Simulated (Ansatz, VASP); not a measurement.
**LiRh in VASP and in Ansatz**

```
CELL_PARAMETERS angstrom
2.60246 0.00000 0.00000
-1.30123 2.25379 0.00000
0.00000 0.00000 4.25977
ATOMIC_POSITIONS crystal
Li 0.00000 0.00000 0.50000
Rh 0.66667 0.33333 0.00000
```

Alike in both runs: task single point; functional LDA; k mesh 20 × 20 × 10; occupations gaussian, width 0.05 eV; no spin polarisation.

```csv
,VASP,Ansatz
version,VASP 6.6.1,Ansatz 0.2.0
potentials or method,"VASP PAW LDA potentials, release 64 (Li_sv, Rh_sv_GW), cutoff 750 eV","scalar-relativistic, plane waves, PAW"
valence electrons in the cell,20,20
```

Ansatz gave:

| Quantity | Value |
| --- | --- |
| gap on the k mesh at the Fermi level (eV) | none |
| pressure (GPa) | 0.0 |
| traceless stress, the component that is largest in VASP (GPa) | -0.05 |

**Question.** Which values does VASP return?

**Answer.** gap on the k mesh at the Fermi level (eV): none; pressure (GPa): 0.2; traceless stress, the component that is largest in VASP (GPa): -0.30.

LDA's correlation is that of Perdew and Zunger in VASP and of Perdew and Wang (1992) in Ansatz. A gap of «none» marks a metal or a gap that the smearing closes.
